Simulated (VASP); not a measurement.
Write the native input for VASP 6.6.1 that does the following.

```yaml
Task: single point
Functional: LDA
Potentials_or_basis: VASP PAW LDA potentials, release 64 (Si, O)
Cutoff: 520 eV
k_mesh: 6 × 6 × 8
Occupations: gaussian, width 0.05 eV
Spin: no spin polarisation
Dipole_correction: no
Further_INCAR_settings: ALGO = Normal; EDIFF = 1e-06; NBANDS = 25
```

The structure of SiO2 lies in POSCAR:

```
SiO2
1.0
    4.2050000000      0.0000000000      0.0000000000
    0.0000000000      4.2050000000      0.0000000000
    0.0000000000      0.0000000000      2.9168000000
Si O
2 4
Direct
    0.5000000000      0.5000000000      0.5000000000
    0.0000000000      0.0000000000      0.0000000000
    0.6944252994      0.6944252994      0.0000000000
    0.1944252994      0.8055747006      0.5000000000
    0.3055747006      0.3055747006      0.0000000000
    0.8055747006      0.1944252994      0.5000000000
```

The input as run:

INCAR

```
ALGO     = Normal         # electronic algorithm
EDIFF    = 1E-6           # SCF threshold, eV
ENCUT    = 520            # plane-wave cutoff, eV
GGA      = CA             # functional
ISIF     = 2              # what is computed and relaxed
ISMEAR   = 0              # smearing method
LASPH    = True           # aspherical terms in the spheres
LCHARG   = True           # write CHGCAR
LELF     = True           # ELF
LREAL    = False          # projectors in reciprocal space
LVHAR    = True         
LWAVE    = False          # write WAVECAR
NBANDS   = 25             # bands
NELM     = 100            # most SCF steps
PREC     = Accurate       # precision mode
SIGMA    = 0.05           # smearing width, eV
```

KPOINTS

```
k-points
0
Gamma
  6 6 8
```

Potentials or basis: VASP PAW LDA potentials, release 64 (Si, O).

Run with:

```bash
$ cat potpaw_LDA.64/Si/POTCAR potpaw_LDA.64/O/POTCAR > POTCAR
$ mpirun -np 1 vasp_std > vasp.out
```

It gave:

- Pressure: -31.4 GPa
- Largest force: 0.077 eV/Å
- Band gap on the k mesh: 3.55 eV, direct

It took 89 s on 1 thread of AMD EPYC 7R13, with other jobs on the host, peak memory 0.14 GiB.
